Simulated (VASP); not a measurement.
Wanted: the native input for a VASP 6.6.1 run.

* Task: single point
* Functional: LDA
* Potentials or basis: VASP PAW LDA potentials, release 64 (Ga_d, N)
* Cutoff: 520 eV
* k mesh: 10 × 10 × 10
* Occupations: fermi-dirac, width 0.05 eV
* Spin: no spin polarisation
* Dipole correction: no
* Further INCAR settings: ALGO = Normal; EDIFF = 1e-07; NBANDS = 16

The structure of GaN lies in POSCAR:

```
GaN
1.0
    0.0000000000      2.2230441631      2.2230441631
    2.2230441631      0.0000000000      2.2230441631
    2.2230441631      2.2230441631      0.0000000000
Ga N
1 1
Direct
    0.0000000000      0.0000000000      0.0000000000
    0.2500000000      0.2500000000      0.2500000000
```

One way to write it, as run:

INCAR

```
ALGO = Normal ; EDIFF = 1E-7
ENCUT = 520 ; GGA = CA
ISIF = 2 ; ISMEAR = -1
LASPH = True ; LCHARG = False
LREAL = False ; LWAVE = False
NBANDS = 16 ; NELM = 100
PREC = Accurate ; SIGMA = 0.05
```

KPOINTS

```
k-points
0
Gamma
  10 10 10
```

Potentials or basis: VASP PAW LDA potentials, release 64 (Ga_d, N).

Command:

```console
$ cat potpaw_LDA.64/Ga_d/POTCAR potpaw_LDA.64/N/POTCAR > POTCAR
$ mpirun -np 1 vasp_std > vasp.out
```

It gave:

```
Pressure               : 2.4 GPa
Band gap on the k mesh : 2.01 eV, direct
```

Run time: 30 s on 1 thread of Intel Xeon 6975P-C (shared host), peak memory 0.14 GiB.
